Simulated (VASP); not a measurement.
# CsPbI2Br (P4/mmm) in VASP: a series of runs, part 2 of 2

VASP 6.6.1.

**3. Single point, r2SCAN (50.88 Å³/atom)**

This run uses another cell than the first one, of 50.88 Å³/atom.

The input, POSCAR:

```
CsPbI2Br
1.0
    6.4899563446      0.0000000000      0.0000000000
    0.0000000000      6.4899563446      0.0000000000
    0.0000000000      0.0000000000      6.0404333081
Cs Pb I Br
1 1 2 1
Direct
    0.5000000000      0.5000000000      0.5000000000
    0.0000000000      0.0000000000      0.0000000000
    0.0000000000      0.5000000000      0.0000000000
    0.5000000000      0.0000000000      0.0000000000
    0.0000000000      0.0000000000      0.5000000000
```

The input, INCAR.step1:

```
ALGO = Normal
EDIFF = 1E-4
ENCUT = 520
GGA = PE
ISMEAR = 0
LASPH = T
LCHARG = F
LREAL = F
LWAVE = T
NBANDS = 30
NELM = 80
PREC = Accurate
SIGMA = 0.01
```

The input, INCAR.step2:

```
ALGO = Normal
EDIFF = 1E-6
ENCUT = 520
ISIF = 2
ISMEAR = 0
ISTART = 1
LASPH = T
LCHARG = F
LMIXTAU = T
LREAL = F
LWAVE = F
METAGGA = R2SCAN
NBANDS = 30
NELM = 80
PREC = Accurate
SIGMA = 0.01
```

The input, KPOINTS:

```
k-points
0
Gamma
  4 4 4
```

Potentials or basis: VASP PAW PBE potentials, release 64 (Cs_sv, Pb_d, I, Br).

Started as:

```
cat potpaw_PBE.64/Cs_sv/POTCAR potpaw_PBE.64/Pb_d/POTCAR potpaw_PBE.64/I/POTCAR potpaw_PBE.64/Br/POTCAR > POTCAR
cp INCAR.step1 INCAR
mpirun -np 1 vasp_std > vasp.out
cp INCAR.step2 INCAR
mpirun -np 1 vasp_std > vasp.out
```

OUTCAR:

```text
EDIFF = 1E-6
   ENCUT = 520
   ISIF = 2
   ISMEAR = 0
   ISTART = 1
   LASPH = T
   LREAL = F
   METAGGA = R2SCAN
   NELM = 80
   PREC = Accurate

 ion  position               nearest neighbor table
   1  0.500  0.500  0.500-
   2  0.000  0.000  0.000-   5 3.02   5 3.02   3 3.24   4 3.24   3 3.24   4 3.24
   3  0.000  0.500  0.000-   2 3.24   2 3.24
   4  0.500  0.000  0.000-   2 3.24   2 3.24
   5  0.000  0.000  0.500-   2 3.02   2 3.02

  LATTYP: Found a simple tetragonal cell.
 ALAT       =     6.4899563446
 C/A-ratio  =     0.9307355839

  Lattice vectors:

 A1 = (   6.4899563446,   0.0000000000,   0.0000000000)
 A2 = (   0.0000000000,   6.4899563446,   0.0000000000)
 A3 = (   0.0000000000,   0.0000000000,   6.0404333081)

Analysis of symmetry for initial positions (statically):
=====================================================================
 Subroutine PRICEL returns:
 Original cell was already a primitive cell.

 Routine SETGRP: Setting up the symmetry group for a
 simple tetragonal supercell.

 Subroutine GETGRP returns: Found 16 space group operations
 (whereof 16 operations were pure point group operations)
 out of a pool of 16 trial point group operations.

The static configuration has the point symmetry D_4h.

Analysis of symmetry for dynamics (positions and initial velocities):
=====================================================================
 Subroutine PRICEL returns:
 Original cell was already a primitive cell.

 Routine SETGRP: Setting up the symmetry group for a
 simple tetragonal supercell.

 Subroutine GETGRP returns: Found 16 space group operations
 (whereof 16 operations were pure point group operations)
[... 115 lines left out ...]
   EFERMI =   0.00;   METHOD = LEGACY
   ISMEAR =     0;   SIGMA  =   0.01  broadening in eV -4-tet -1-fermi 0-gaus
   EFERMI_NEDOS =   21; number of points for ismear=-14 and -15
   IALGO  =     38    algorithm
   IMIX   =      4    mixing-type and parameters
     AMIX     =   0.40;   BMIX     =  1.00
     AMIX_MAG =   1.60;   BMIX_MAG =  1.00
  volume/ion in A,a.u.               =      50.88       343.38
  Fermi-wavevector in a.u.,A,eV,Ry     =   0.912099  1.723617 11.319014  0.831924
  Thomas-Fermi vector in A             =   2.036455
   LORBIT       =      0    0 simple, 1 ext, 2 COOP (PROOUT), +10 PAW based schemes
   METAGGA = R2SCAN    functional components
   LHFCALC =     F    Hartree Fock is set to
   AEXX    =    0.0000 exact exchange contribution
   IVDW    =     0    specifies the selected vdW correction
   LEPSILON=     F    determine dielectric tensor
   LRPA    =     F    only Hartree local field effects (RPA)
 non-spin polarized calculation
 Gauss-broadening in eV      SIGMA  =   0.01
  energy-cutoff  :      520.00
  volume of cell :      254.42
 maximum number of plane-waves:      6876
   NGX = 25   NGY = 25   NGZ = 23

 number of electron      44.0000011 magnetization

 Free energy of the ion-electron system (eV)
  ---------------------------------------------------
  ext. energy  EPLUGINS =         0.00000000
  ---------------------------------------------------
  free energy    TOTEN  =      -149.94451490 eV

  energy without entropy =     -149.94451490  energy(sigma->0) =     -149.94451490

 E-fermi :   0.5381     XC(G=0):  -7.4678

 val. band max:        0.4901566596   @ k =   0.5000   0.5000   0.5000
 cond. band min:       2.4252318406   @ k =   0.5000   0.5000   0.5000
 fundamental gap:      1.9350751810
 Fermi energy:         0.5380669325

 k-point     1 :       0.0000    0.0000    0.0000
  band No.  band energies     occupation
      1     -21.3392      2.00000
      2     -16.7002      2.00000
      3     -16.6863      2.00000
      4     -16.6442      2.00000
      5     -16.6276      2.00000
      6     -16.6276      2.00000
[... 583 lines left out ...]
     29       6.2993      0.00000
     30       7.2044      0.00000

------------------------ aborting loop because EDIFF is reached ----------------------------------------

  FORCE on cell =-STRESS in cart. coord.  units (eV):
  Direction    XX          YY          ZZ          XY          YZ          ZX
  --------------------------------------------------------------------------------------
  -------------------------------------------------------------------------------------
  Total       -1.4246722     -1.4246722     -1.5184222      0.0000000     -0.0000000      0.0000000
  in kB       -8.9716824     -8.9716824     -9.5620605      0.0000000     -0.0000000      0.0000000
  external PRESSURE =      -9.1684751 kB  Pullay stress =       0.0000000 kB

 VOLUME and BASIS-vectors are now :
 -----------------------------------------------------------------------------
  energy-cutoff  :      520.00
  volume of cell :      254.42
      direct lattice vectors                 reciprocal lattice vectors
     6.489956345  0.000000000  0.000000000     0.154084241  0.000000000  0.000000000
     0.000000000  6.489956345  0.000000000     0.000000000  0.154084241  0.000000000
     0.000000000  0.000000000  6.040433308     0.000000000  0.000000000  0.165551037

 POSITION                                       TOTAL-FORCE (eV/Angst)
 -----------------------------------------------------------------------------------
      3.24498      3.24498      3.02022         0.000000      0.000000      0.000000
      0.00000      0.00000      0.00000         0.000000      0.000000      0.000000
      0.00000      3.24498      0.00000         0.000000      0.000000      0.000000
      3.24498      0.00000      0.00000         0.000000      0.000000      0.000000
      0.00000      0.00000      3.02022         0.000000      0.000000      0.000000
 -----------------------------------------------------------------------------------
    total drift:                                0.000000     -0.000000      0.000000

  FREE ENERGIE OF THE ION-ELECTRON SYSTEM (eV)
  ---------------------------------------------------
  free  energy   TOTEN  =      -149.9445149021 eV

  energy  without entropy=     -149.9445149021  energy(sigma->0) =     -149.94451490
```

OUTCAR.step1:

```text
EDIFF = 1E-4
   ENCUT = 520
   GGA = PE
   ISMEAR = 0
[... 818 lines left out ...]
      0.00000      0.00000      0.00000         0.000000      0.000000      0.000000
      0.00000      3.24498      0.00000         0.000000      0.000000      0.000000
      3.24498      0.00000      0.00000         0.000000      0.000000      0.000000
      0.00000      0.00000      3.02022         0.000000      0.000000      0.000000
 -----------------------------------------------------------------------------------
    total drift:                                0.000000     -0.000000      0.000000

  FREE ENERGIE OF THE ION-ELECTRON SYSTEM (eV)
  ---------------------------------------------------
  free  energy   TOTEN  =       -14.6220322730 eV

  energy  without entropy=      -14.6220322730  energy(sigma->0) =      -14.62203227
```

OSZICAR.step1:

```text
N       E                     dE             d eps       ncg     rms          rms(c)
DAV:   1     0.365205036050E+03    0.36521E+03   -0.17148E+04  1080   0.121E+03
DAV:   2     0.258753243674E+02   -0.33933E+03   -0.32754E+03  1312   0.277E+02
DAV:   3    -0.136376572816E+02   -0.39513E+02   -0.39292E+02  1352   0.105E+02
DAV:   4    -0.151508104130E+02   -0.15132E+01   -0.15103E+01  1472   0.282E+01
DAV:   5    -0.151988171217E+02   -0.48007E-01   -0.47997E-01  1432   0.381E+00    0.343E+00
DAV:   6    -0.146724959160E+02    0.52632E+00   -0.74842E-01  1588   0.649E+00    0.217E+00
DAV:   7    -0.146137697000E+02    0.58726E-01   -0.47289E-01  1494   0.316E+00    0.112E+00
DAV:   8    -0.146233007865E+02   -0.95311E-02   -0.66368E-02  1276   0.183E+00    0.236E-01
DAV:   9    -0.146215864127E+02    0.17144E-02   -0.67797E-03  1458   0.611E-01    0.115E-01
DAV:  10    -0.146219181373E+02   -0.33172E-03   -0.23208E-03  1390   0.219E-01    0.699E-02
DAV:  11    -0.146220263096E+02   -0.10817E-03   -0.39303E-04  1100   0.114E-01    0.193E-02
DAV:  12    -0.146220322730E+02   -0.59634E-05   -0.44883E-05   900   0.438E-02
   1 F= -.14622032E+02 E0= -.14622032E+02  d E =-.540984E-47
```

Wall time 3.8 min (1 thread of Intel Xeon Platinum 8559C (Emerald Rapids), shared host); peak memory 0.46 GiB.

Results:

| Item | Value |
| --- | --- |
| Free energy | -149.9445 eV |
| Pressure | -0.9 GPa |
| Band gap on the k mesh | 1.94 eV |

Levels at points of the mesh, in eV from the valence-band top:
| k point | band 19 | band 20 | band 21 | band 22 | band 23 | band 24 | band 25 | band 26 |
| --- | --- | --- | --- | --- | --- | --- | --- | --- |
| (0.00, 0.00, 0.00) | -1.17 | -1.14 | -1.13 | -1.13 | 3.83 | 4.67 | 5.10 | 5.30 |
| (0.50, 0.00, 0.00) | -1.38 | -1.29 | -1.20 | -0.87 | 2.65 | 5.05 | 5.44 | 5.58 |
| (0.50, 0.50, 0.00) | -1.34 | -1.31 | -0.75 | -0.46 | 2.34 | 2.34 | 5.21 | 5.97 |
| (0.00, 0.00, 0.50) | -1.31 | -1.19 | -1.19 | -1.11 | 2.99 | 5.46 | 5.48 | 5.48 |
| (0.50, 0.00, 0.50) | -1.48 | -1.44 | -0.90 | -0.46 | 2.31 | 2.62 | 5.15 | 5.84 |
| (0.50, 0.50, 0.50) | -0.88 | -0.88 | -0.73 | 0.00 | 1.93 | 1.93 | 2.18 | 4.91 |

Caveat: the PAW data sets were made with another functional, which shifts forces and pressure a little; spin-orbit coupling is left out, which moves the levels of the heavy elements. A k mesh can miss the band edges.
